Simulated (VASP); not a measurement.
Here is a VASP 6.6.1 calculation.

Contents of INCAR:

```
SYSTEM = MgO
PREC     = Accurate       ! precision mode
ENCUT    = 520            ! plane-wave cutoff, eV
EDIFF    = 1E-7           ! SCF threshold, eV
ISMEAR   = 0              ! smearing method
SIGMA    = 0.05           ! smearing width, eV
LREAL    = .False.        ! projectors in reciprocal space
LASPH    = .True.         ! aspherical terms in the spheres
NELM     = 100            ! most SCF steps
ALGO     = Normal         ! electronic algorithm
ISIF     = 2              ! what is computed and relaxed
LWAVE    = .False.        ! write WAVECAR
LCHARG   = .True.         ! write CHGCAR
GGA      = PE             ! functional
LELF     = .True.         ! ELF
LVHAR    = .True.       
NBANDS   = 16             ! bands
```

The input KPOINTS:

```
Automatic mesh
0
Gamma
  9 9 6
  0 0 0
```

File POSCAR:

```
MgO
1.0
    3.4157000000      0.0000000000      0.0000000000
   -1.7078500000      2.9580829717      0.0000000000
    0.0000000000      0.0000000000      4.0274000000
Mg O
2 2
Direct
    0.6666666667      0.3333333333      0.7500000000
    0.3333333333      0.6666666667      0.2500000000
    0.6666666667      0.3333333333      0.2500000000
    0.3333333333      0.6666666667      0.7500000000
```

Potentials or basis: VASP PAW PBE potentials, release 64 (Mg, O).

Launch:

```bash
$ cat potpaw_PBE.64/Mg/POTCAR potpaw_PBE.64/O/POTCAR > POTCAR
$ mpirun -np 1 vasp_std > vasp.out
```

(1) What does it give for the band gap on the k mesh?

(2) What does it give for the pressure?

Answers

(1) 3.85 eV, direct.

(2) 17.3 GPa.
